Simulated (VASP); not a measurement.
A run of VASP 6.6.1:

INCAR

```
SYSTEM = Au
PREC = Accurate
ENCUT = 520
EDIFF = 1E-6
ISMEAR = -1
SIGMA = 0.06122561905347299
LREAL = .FALSE.
LASPH = .TRUE.
NELM = 60
ALGO = Normal
ISIF = 2
LWAVE = .FALSE.
LCHARG = .FALSE.
GGA = PE
NBANDS = 12
```

File KPOINTS:

```
regular mesh
0
G
  15 15 15
  0 0 0
```

The input POSCAR:

```
Au
1.0
    0.0000000000      2.0362379301      2.0362379301
    2.0362379301      0.0000000000      2.0362379301
    2.0362379301      2.0362379301      0.0000000000
Au
1
Direct
    0.0000000000      0.0000000000      0.0000000000
```

Potentials or basis: VASP PAW PBE potentials, release 64 (Au).

Run with:

```sh
$ cat potpaw_PBE.64/Au/POTCAR > POTCAR
$ mpirun -np 1 vasp_std > vasp.out
```

Hardware: 1 thread of AMD EPYC 7R43 64-Core Processor (Zen 3), on a shared host.

Q: How long does it take, and how much memory?

A: Wall time 34 s on 1 thread of AMD EPYC 7R43 64-Core Processor (Zen 3) (shared host), peak memory 0.12 GiB. Counts: scf iterations 11, k points 120.
